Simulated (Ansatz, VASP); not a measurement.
# One calculation of Cu, two programs

Contents of POSCAR:

```
Cu
1.0
    0.0000000000      1.8312856224      1.8312856224
    1.8312856224      0.0000000000      1.8312856224
    1.8312856224      1.8312856224      0.0000000000
Cu
1
Direct
    0.0000000000      0.0000000000      0.0000000000
```

INCAR.step1

```
SYSTEM = Cu
PREC = Accurate
ENCUT = 900
ISMEAR = -1
SIGMA = 0.05
LREAL = .False.
LASPH = .True.
NELM = 120
NBANDS = 16
GGA = PE
ALGO = Normal
EDIFF = 1E-5
LWAVE = .True.
LCHARG = .False.
GGA_COMPAT = .False.
```

Contents of INCAR.step2:

```
SYSTEM = Cu
PREC = Accurate
ENCUT = 900
EDIFF = 1E-6
ISMEAR = -1
SIGMA = 0.05
LREAL = .False.
LASPH = .True.
NELM = 120
ALGO = Normal
ISIF = 2
LWAVE = .False.
LCHARG = .True.
METAGGA = R2SCAN
LMIXTAU = .True.
LUSE_VDW = .True.
IVDW_NL = 2
BPARAM = 11.95
CPARAM = 0.0093
LELF = .True.
LVHAR = .True.
NBANDS = 16
ISTART = 1
GGA_COMPAT = .False.
```

Contents of KPOINTS:

```
Automatic mesh
0
Gamma
  13 13 13
  0 0 0
```

Contents of input.yaml:

```yaml
crystal:
  lattice:
    - [0.0, 1.8312856224, 1.8312856224]
    - [1.8312856224, 0.0, 1.8312856224]
    - [1.8312856224, 1.8312856224, 0.0]
  atoms:
    - { symbol: Cu, position: [0.0, 0.0, 0.0] }
hamiltonian:
  xc: r2scan
  pseudopotentials: { kind: paw }
  dispersion: rvv10
kpoints:
  mp_grid: { grid: [13, 13, 13] }
scf:
  occupations: { method: fermi_dirac, width: 0.05 }
output:
  forces: true
  stress: true
  eigenvalues: true
  write_density: true
  write_potential: true
  elf: true
  volumetric_format: npy
```

Alike in both runs: task single point; functional r2SCAN; dispersion rVV10; k mesh 13 × 13 × 13; occupations fermi-dirac, width 0.05 eV; no spin polarisation.

|  | VASP | Ansatz |
| --- | --- | --- |
| version | VASP 6.6.1 | Ansatz 0.2.0 |
| potentials or method | VASP PAW PBE potentials, release 64 (Cu_sv_GW) | Ansatz PAW |
| plane-wave cutoff (eV) | 900 | 500 |
| valence electrons in the cell | 19 | 19 |

```csv
,VASP,Ansatz,Ansatz less VASP
gap on the k mesh at the Fermi level (eV),none,none,-
pressure (GPa),-11.7,-11.7,-0.06
```

VASP's potentials were made for PBE, not for r2SCAN. A gap of «none» marks a metal or a gap that the smearing closes.
